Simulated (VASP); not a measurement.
Runs of VASP 6.6.1 on CoO. The structure is that of space group Fm-3m (No. 225), or close to it. The cells are those of the table. 

| task | potentials or basis | fixed moment (μB) | cell | k mesh | cutoff (eV) | smearing | second run | gap on the mesh (eV) | pressure (GPa) | moment (μB) |
| --- | --- | --- | --- | --- | --- | --- | --- | --- | --- | --- |
| single point | VASP PAW PBE potentials, release 64 (Co, O) | 0.5 | a = 2.998 Å, angles 119.6, 119.6, 90.7°, 2 atoms | 10 × 10 × 10 | 520 | fermi-dirac 0.05 eV | - | - | (c) | 0.50 |
| single point | VASP PAW PBE potentials, release 64 (Co, O) | 3.0 | a = 2.998 Å, angles 119.6, 119.6, 90.7°, 2 atoms | 10 × 10 × 10 | 520 | fermi-dirac 0.05 eV | - | - | (d) | 3.00 |
| relaxation of cell and atoms | VASP PAW PBE potentials, release 64 (Co, O) | - | relaxed from a = 2.998 Å, angles 119.6, 119.6, 90.7°, 2 atoms | 12 × 12 × 12 | 600 | fermi-dirac 0.05 eV | - | none | 0.0 | 2.87 |
| single point | VASP PAW PBE potentials, release 64 (Co, O) | 1.5 | a = 2.998 Å, angles 119.6, 119.6, 90.7°, 2 atoms | 10 × 10 × 10 | 520 | fermi-dirac 0.05 eV | - | - | -11.3 | 1.50 |
| single point | VASP PAW PBE potentials, release 64 (Co, O) | - | a = 2.998 Å, angles 119.6, 119.6, 90.7°, 2 atoms | 10 × 10 × 10 | 520 | gaussian 0.1 eV | - | none | -0.5 | 2.89 |
| single point | VASP PAW PBE potentials, release 64 (Co_sv, O) | 1.0 | a = 2.998 Å, angles 119.6, 119.6, 90.7°, 2 atoms | 10 × 10 × 10 | 600 | fermi-dirac 0.05 eV | valence_matched | - | -16.2 | 1.00 |
| single point | VASP PAW PBE potentials, release 64 (Co, O) | - | a = 2.937 Å, angles 119.6, 119.6, 90.7°, 2 atoms | 12 × 12 × 12 | 520 | fermi-dirac 0.05 eV | - | none | 9.8 | 2.59 |
| single point | VASP PAW PBE potentials, release 64 (Co_sv, O) | - | a = 2.998 Å, angles 119.6, 119.6, 90.7°, 2 atoms | 10 × 10 × 10 | 600 | gaussian 0.1 eV | valence_matched | none | -2.6 | 2.91 |
| single point | VASP PAW PBE potentials, release 64 (Co, O) | 1.0 | a = 2.998 Å, angles 119.6, 119.6, 90.7°, 2 atoms | 10 × 10 × 10 | 520 | fermi-dirac 0.05 eV | - | - | (a) | 1.00 |
| single point | VASP PAW PBE potentials, release 64 (Co, O) | 4.0 | a = 2.998 Å, angles 119.6, 119.6, 90.7°, 2 atoms | 10 × 10 × 10 | 520 | fermi-dirac 0.05 eV | - | - | 24.3 | 4.00 |
| single point | VASP PAW PBE potentials, release 64 (Co, O) | 2.5 | a = 2.998 Å, angles 119.6, 119.6, 90.7°, 2 atoms | 10 × 10 × 10 | 520 | fermi-dirac 0.05 eV | - | - | (b) | 2.50 |

Alike in all rows: level PBE; spin collinear, ferromagnetic start.

Task: Fill in the values left out.

Result: (a) -14.0; (b) -3.9; (c) -17.1; (d) 0.5.

Caveats: a cell with one magnetic atom can't hold antiferromagnetic order, which such compounds often take; the total moment is fixed, so each spin has its own Fermi level (some runs); semilocal functionals often make such compounds metallic where correlation or magnetic order opens a gap, which also shifts bond lengths (some runs).

A gap of «none» marks levels without a gap at the run's occupations.

The runs don't all hold the same shells in valence.
